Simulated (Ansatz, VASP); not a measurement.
# Two plane-wave programs on Mg3ZnC

```xyz
5
Lattice="-2.0491 2.0491 5.0339 2.0491 -2.0491 5.0339 2.0491 2.0491 -5.0339" Properties=species:S:1:pos:R:3 pbc="T T T"
Mg    0.0000    2.0491    3.8841
Mg    2.0491    0.0000    3.8841
Mg    0.0000    0.0000    7.5548
Zn    0.0000    0.0000    1.3742
C     0.0000    0.0000    5.2564
```

Alike in both runs: task relaxation of cell and atoms; functional PBE; k mesh 6 × 6 × 6; occupations gaussian, width 0.1 eV; no spin polarisation.

|  | VASP | Ansatz |
| --- | --- | --- |
| version | VASP 6.6.1 | Ansatz 0.2.0 |
| potentials or method | VASP PAW PBE potentials, release 64 (Mg, Zn, C), cutoff 600 eV | scalar-relativistic, plane waves, PAW |
| valence electrons in the cell | 22 | 46 |

```tsv
	VASP	Ansatz	Ansatz less VASP
gap on the k mesh at the Fermi level, each at its own relaxed structure (eV)	none	none	-
relaxed volume (Å³/atom)	17.62	17.60	-0.021
relaxed length of the cell vector where the two differ most in proportion (Å)	5.569	5.567	-0.0026
```

A gap of «none» marks a metal or a gap that the smearing closes. VASP's potentials hold 22 valence electrons a cell and Ansatz's 46, so a difference there can come from the potentials and not from the codes.

The k mesh is coarse, so the values compare programs but aren't converged.
